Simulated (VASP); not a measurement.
# Ba15TiO16 (a cell with a defect) in VASP: single point with PBE

Aim: the single point of Ba15TiO16 (a cell with a defect) with PBE.

Everything below comes from runs of VASP 6.6.1. Logs are shortened: lines on timing, memory, paths and dates and some standing lists are left out, and cuts for length are marked.

### 1 The cell of the first run

The cell holds a defect, 32 atoms: a = 9.654 Å, b = 9.654 Å, c = 9.654 Å, α = 109.47°, β = 109.47°, γ = 109.47°.

### 2 Single point, PBE, collinear spin

The input, INCAR:

```
SYSTEM = Ba15TiO16
PREC = Accurate ; ENCUT = 520
EDIFF = 1E-6 ; ISMEAR = 0
SIGMA = 0.01 ; LREAL = Auto
LASPH = .TRUE. ; NELM = 150
ALGO = Normal ; ISIF = 2
LWAVE = .FALSE. ; LCHARG = .FALSE.
ISPIN = 2 ; MAGMOM = 2 0 0 0 0 0 0 0 0 0 0 0 0 0 0 0 0 0 0 0 0 0 0 0 0 0 0 0 0 0 0 0
LORBIT = 11 ; LMAXMIX = 4
GGA = PE ; NBANDS = 155
KPAR = 2
```

The input, KPOINTS:

```
Automatic mesh
0
Gamma
  2 2 2
  0.5 0.5 0.5
```

The input, POSCAR:

```
Ba15TiO16
1.0
   -5.5739975587      5.5739975587      5.5739975587
    5.5739975587     -5.5739975587      5.5739975587
    5.5739975587      5.5739975587     -5.5739975587
Ti Ba O
1 15 16
Direct
    0.5000000000      0.0000000000      0.5000000000
    0.5000000000      0.2444076014      0.2555923986
    0.5000000000      0.5000000000      0.0000000000
    0.7444076014      0.7555923986      0.5000000000
    0.5000000000      0.7555923986      0.7444076014
    0.7444076014      0.0000000000      0.2555923986
    0.7444076014      0.2444076014     -0.0111847972
    0.0000000000      0.5000000000      0.5000000000
    0.7444076014      0.4888152028      0.7444076014
    0.0111847972      0.7555923986      0.2555923986
    0.0000000000      0.0000000000      0.0000000000
    0.2555923986      0.2444076014      0.5000000000
   -0.0111847972      0.2444076014      0.7444076014
    0.2555923986      0.5111847972      0.2555923986
    0.2555923986      0.7555923986      0.0111847972
    0.2555923986      0.0000000000      0.7444076014
    0.5000000000      0.8089147664      0.3089147664
    0.5000000000      0.0000000000      0.0000000000
    0.5000000000      0.1910852336      0.6910852336
    0.7500000000      0.5000000000      0.2500000000
    0.5000000000      0.5000000000      0.5000000000
    0.7500000000      0.7500000000      0.0000000000
    0.6910852336      0.0000000000      0.6910852336
    0.0000000000      0.2500000000      0.2500000000
    0.6910852336      0.1910852336      0.5000000000
    0.0000000000      0.5000000000      0.0000000000
    0.0000000000      0.7500000000      0.7500000000
    0.3089147664      0.0000000000      0.3089147664
    0.0000000000      0.0000000000      0.5000000000
    0.2500000000      0.2500000000      0.0000000000
    0.2500000000      0.5000000000      0.7500000000
    0.3089147664      0.8089147664      0.5000000000
```

Potentials or basis: VASP PAW PBE potentials, release 64 (Ti_sv, Ba_sv, O).

Started as:

```sh
> cat potpaw_PBE.64/Ti_sv/POTCAR potpaw_PBE.64/Ba_sv/POTCAR potpaw_PBE.64/O/POTCAR > POTCAR
> mpirun -np 4 vasp_std > vasp.out
```

OUTCAR:

```text
SYSTEM = Ba15TiO16
   PREC = Accurate
   ENCUT = 520
   EDIFF = 1E-6
   ISMEAR = 0
   LREAL = Auto
   LASPH = .TRUE.
   NELM = 150
   ISIF = 2
   ISPIN = 2
   LORBIT = 11
   GGA = PE

 ion  position               nearest neighbor table
   1  0.500  0.000  0.500-  17 2.13  19 2.13  23 2.13  25 2.13  28 2.13  32 2.13
   2  0.500  0.244  0.256-  18 2.79  21 2.79  25 2.79  28 2.79  20 2.85  30 2.85  12 3.85  15 3.85
                             6 3.85   9 3.85  11 3.94   8 3.94   3 4.03  14 4.03   7 4.03  16 4.03
   3  0.500  0.500  0.000-  20 2.79  22 2.79  30 2.79  31 2.79   6 3.94  16 3.94   4 3.94   7 3.94
                             9 3.94  14 3.94  12 3.94  15 3.94   5 4.03   2 4.03  10 4.03  13 4.03
   4  0.744  0.756  0.500-  21 2.79  29 2.79  23 2.79  17 2.79  27 2.85  20 2.85  13 3.85  14 3.85
                             5 3.85   6 3.85  11 3.94   3 3.94   8 4.03   9 4.03  10 4.03  16 4.03
   5  0.500  0.756  0.744-  18 2.79  21 2.79  23 2.79  32 2.79  31 2.85  22 2.85  14 3.85  16 3.85
                             4 3.85   7 3.85  11 3.94   8 3.94   3 4.03  15 4.03   6 4.03  12 4.03
   6  0.744  0.000  0.256-  18 2.79  29 2.79  25 2.79  17 2.79  22 2.85  24 2.85  13 3.85  15 3.85
                             2 3.85   4 3.85   3 3.94   8 3.94  11 4.03  12 4.03  10 4.03   5 4.03
   7  0.744  0.244  0.989-  18 2.79  26 2.79  23 2.79  19 2.79  24 2.85  20 2.85  13 3.85  16 3.85
                             5 3.85   9 3.85   3 3.94  11 3.94   8 4.03  14 4.03   6 4.03   2 4.03
   8  0.000  0.500  0.500-  20 2.79  24 2.79  27 2.79  31 2.79   9 3.94  10 3.94  13 3.94  14 3.94
                             5 3.94  16 3.94   6 3.94   2 3.94   4 4.03   7 4.03  15 4.03  12 4.03
   9  0.744  0.489  0.744-  21 2.79  26 2.79  25 2.79  19 2.79  22 2.85  27 2.85  12 3.85  13 3.85
                             2 3.85   7 3.85   3 3.94   8 3.94  11 4.03   4 4.03   5 4.03  15 4.03
[... 16 lines left out ...]
  19  0.500  0.191  0.691-   1 2.13   7 2.79   9 2.79  12 2.79  16 2.79
  20  0.750  0.500  0.250-   3 2.79   8 2.79   4 2.85   7 2.85   2 2.85  10 2.85
  21  0.500  0.500  0.500-   2 2.79   4 2.79   5 2.79   9 2.79  12 2.79  14 2.79
  22  0.750  0.750  0.000-   3 2.79  11 2.79   6 2.85   9 2.85  10 2.85   5 2.85
  23  0.691  0.000  0.691-   1 2.13   4 2.79   5 2.79   7 2.79  13 2.79
  24  0.000  0.250  0.250-   8 2.79  11 2.79   6 2.85   7 2.85  12 2.85  14 2.85
  25  0.691  0.191  0.500-   1 2.13   2 2.79   6 2.79   9 2.79  13 2.79
  26  0.000  0.500  0.000-   7 2.79   9 2.79  10 2.79  13 2.79  14 2.79  15 2.79
  27  0.000  0.750  0.750-   8 2.79  11 2.79   4 2.85  15 2.85  16 2.85   9 2.85
  28  0.309  0.000  0.309-   1 2.13   2 2.79  10 2.79  12 2.79  15 2.79
  29  0.000  0.000  0.500-   4 2.79   6 2.79  10 2.79  12 2.79  13 2.79  16 2.79
  30  0.250  0.250  0.000-   3 2.79  11 2.79   2 2.85  13 2.85  14 2.85  16 2.85
  31  0.250  0.500  0.750-   3 2.79   8 2.79   5 2.85  12 2.85  15 2.85  13 2.85
  32  0.309  0.809  0.500-   1 2.13   5 2.79  10 2.79  14 2.79  16 2.79

  LATTYP: Found a body centered cubic cell.
 ALAT       =    11.1479951174

  Lattice vectors:

 A1 = (  -5.5739975587,   5.5739975587,   5.5739975587)
 A2 = (   5.5739975587,  -5.5739975587,   5.5739975587)
 A3 = (   5.5739975587,   5.5739975587,  -5.5739975587)

Analysis of symmetry for initial positions (statically):
=====================================================================
 Subroutine PRICEL returns:
 Original cell was already a primitive cell.
[... 239 lines left out ...]
      5     -24.6353      1.00000
      6     -24.6353      1.00000
[... 277 lines left out ...]
    140       5.3410      0.00000
    141       5.4285      0.00000
 Fermi energy:         4.3460077526

 spin component 2

 k-point     1 :       0.2500    0.2500    0.2500
  band No.  band energies     occupation
      1     -54.8894      1.00000
      2     -31.0462      1.00000
      3     -31.0462      1.00000
      4     -31.0462      1.00000
      5     -24.6241      1.00000
      6     -24.6241      1.00000
[... 277 lines left out ...]
    140       5.3947      0.00000
    141       5.4517      0.00000
 [bands above 141 left out]

------------------------ aborting loop because EDIFF is reached ----------------------------------------

  FORCE on cell =-STRESS in cart. coord.  units (eV):
  Direction    XX          YY          ZZ          XY          YZ          ZX
  --------------------------------------------------------------------------------------
  -------------------------------------------------------------------------------------
  Total      -10.2856076    -10.2856076    -10.2856076     -0.0000000      0.0000000      0.0000000
  in kB      -23.7892211    -23.7892211    -23.7892211     -0.0000000      0.0000000      0.0000000
  external PRESSURE =     -23.7892211 kB  Pullay stress =       0.0000000 kB

 VOLUME and BASIS-vectors are now :
 -----------------------------------------------------------------------------
  energy-cutoff  :      520.00
  volume of cell :      692.72
      direct lattice vectors                 reciprocal lattice vectors
    -5.573997559  5.573997559  5.573997559     0.000000000  0.089702228  0.089702228
     5.573997559 -5.573997559  5.573997559     0.089702228  0.000000000  0.089702228
     5.573997559  5.573997559 -5.573997559     0.089702228  0.089702228  0.000000000

 POSITION                                       TOTAL-FORCE (eV/Angst)
 -----------------------------------------------------------------------------------
      0.00000      5.57400      0.00000         0.000000     -0.000000      0.000000
      0.00000      2.84934      2.72465         0.000000     -0.041270      0.041270
      0.00000      0.00000      5.57400         0.000000     -0.000000      0.000000
      2.84934      2.72465      5.57400        -0.041270      0.041270      0.000000
      5.57400      2.72465      2.84934         0.000000      0.041270     -0.041270
     -2.72465      5.57400      2.72465        -0.041270     -0.000000      0.041270
[... 24 lines left out ...]
      5.57400      2.78700      0.00000         0.000000     -0.000000      0.000000
      5.57400      0.00000      3.44378        -0.000000     -0.000000      0.031307
 -----------------------------------------------------------------------------------
    total drift:                               -0.000000     -0.000000      0.000000

  FREE ENERGIE OF THE ION-ELECTRON SYSTEM (eV)
  ---------------------------------------------------
  free  energy   TOTEN  =      -192.5877355789 eV

  energy  without entropy=     -192.5838790209  energy(sigma->0) =     -192.58580730

 total charge

# of ion       s       p       d       tot
------------------------------------------
    1        2.166   6.167   1.577   9.911
    2        2.012   5.611   0.346   7.970
    3        2.006   5.595   0.359   7.960
    4        2.012   5.611   0.346   7.970
    5        2.012   5.611   0.346   7.970
    6        2.012   5.611   0.346   7.970
[... 24 lines left out ...]
   31        1.558   3.348   0.000   4.906
   32        1.559   3.377   0.000   4.936
--------------------------------------------------
tot         57.273 144.099   6.810 208.182

 magnetization (x)

# of ion       s       p       d       tot
------------------------------------------
    1        0.000   0.000   0.037   0.037
    2        0.000  -0.000   0.011   0.011
    3        0.000  -0.000   0.023   0.023
    4        0.000  -0.000   0.011   0.011
    5        0.000  -0.000   0.011   0.011
    6        0.000  -0.000   0.011   0.011
[... 24 lines left out ...]
   31       -0.000  -0.003   0.000  -0.003
   32       -0.000  -0.001   0.000  -0.001
--------------------------------------------------
tot          0.005  -0.032   0.235   0.209
```

stdout:

```text
POSCAR found type information on POSCAR TiBaO
 POSCAR found :  3 types and      32 ions
 scaLAPACK will be used
 LDA part: xc-table for (Slater+PW92), standard interpolation
 -----------------------------------------------------------------------------
|                                                                             |
|           W    W    AA    RRRRR   N    N  II  N    N   GGGG   !!!           |
|           W    W   A  A   R    R  NN   N  II  NN   N  G    G  !!!           |
|           W    W  A    A  R    R  N N  N  II  N N  N  G       !!!           |
|           W WW W  AAAAAA  RRRRR   N  N N  II  N  N N  G  GGG   !            |
|           WW  WW  A    A  R   R   N   NN  II  N   NN  G    G                |
|           W    W  A    A  R    R  N    N  II  N    N   GGGG   !!!           |
|                                                                             |
|     The number of bands has been changed from the values supplied in        |
|     The orbitals not found in the WAVECAR file will be initialized with     |
|     random numbers, which is usually adequate. For correlated               |
|     calculations, however, you should redo the groundstate calculation.     |
|     I found NBANDS = 155. Now, NBANDS = 156.                                |
|                                                                             |
 -----------------------------------------------------------------------------

 POSCAR, INCAR and KPOINTS ok, starting setup
 FFT: planning ... GRIDC
 FFT: planning ... GRID_SOFT
 FFT: planning ... GRID
 WAVECAR not read
 entering main loop
```

It took 7.7 min on 4 MPI ranks of Intel Xeon Platinum 8259CL at 2.50GHz (Skylake/Cascade Lake), shared host; peak memory 0.74 GiB.

Results:

```yaml
Free_energy: -192.5877 eV
Pressure: -2.4 GPa
Largest_force: 0.058 eV/Å
Net_moment: 0.50 μB per cell
Site_moments: Ti +0.04; Ba +0.01, +0.02 (each value once); O -0.00 μB
Valence_electrons_inside_the_program's_atomic_spheres: Ti 9.91; Ba 7.97, 7.96 (each value once); O 4.94, 4.92, 4.91 (each value once)
```

Forces in eV/Å, atoms in the order of the input:
```
Ti   0.000  0.000  0.000
Ba   0.000 -0.041  0.041
Ba   0.000  0.000  0.000
Ba  -0.041  0.041  0.000
Ba   0.000  0.041 -0.041
Ba  -0.041  0.000  0.041
Ba   0.041  0.041  0.000
Ba   0.000  0.000  0.000
Ba   0.041  0.000  0.041
Ba   0.000 -0.041 -0.041
Ba   0.000  0.000  0.000
Ba   0.041 -0.041  0.000
Ba   0.000  0.041  0.041
Ba  -0.041  0.000 -0.041
Ba  -0.041 -0.041  0.000
Ba   0.041  0.000 -0.041
O    0.031  0.000  0.000
O    0.000  0.000  0.000
O   -0.031  0.000  0.000
O    0.000  0.000  0.000
O    0.000  0.000  0.000
O    0.000  0.000  0.000
O    0.000 -0.031  0.000
O    0.000  0.000  0.000
O    0.000  0.000 -0.031
O    0.000  0.000  0.000
O    0.000  0.000  0.000
O    0.000  0.031  0.000
O    0.000  0.000  0.000
O    0.000  0.000  0.000
O    0.000  0.000  0.000
O    0.000  0.000  0.031
```

Caveat: the k points lie up to 0.40 Å⁻¹ apart.
